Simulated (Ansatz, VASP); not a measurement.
## MnI3 in VASP and in Ansatz

```
Mn I
1.0
     5.93489    0.00000    0.00000
     0.00000    5.93489    0.00000
     0.00000    0.00000    5.93489
Mn I
1 3
Cartesian
  0.0000 0.0000 0.0000
  2.9674 0.0000 0.0000
  0.0000 0.0000 2.9674
  0.0000 2.9674 0.0000
```

Alike in both runs: task single point; functional PBE; k mesh 6 × 6 × 6; occupations gaussian, width 0.05 eV; collinear spin; Hubbard terms Mn d U = 3.9 eV.

```csv
,VASP,Ansatz
version,VASP 6.6.1,Ansatz 0.2.0
potentials or method,"VASP PAW PBE potentials, release 64 (Mn_pv, I), cutoff 520 eV","scalar-relativistic, plane waves, PAW"
valence electrons in the cell,34,66
```

```csv
,VASP,Ansatz,Ansatz less VASP
gap on the k mesh at the Fermi level (eV),none,none,-
pressure (GPa),-1.4,-1.3,+0.09
net moment per atom (μB),1.07,1.07,0.000
size of the moment on the site where the two differ most (μB),4.60,4.68,+0.083
```

Site moments also hang on the region over which each program counts them. The programs project onto different local orbitals, so the same U acts differently, and such runs can settle in different states. A gap of «none» marks a metal or a gap that the smearing closes. VASP's potentials hold 34 valence electrons a cell and Ansatz's 66, so a difference there can come from the potentials and not from the codes. Ansatz's warnings: filled band counts differ across k points, stability check not made.

Spin-orbit coupling is off throughout.
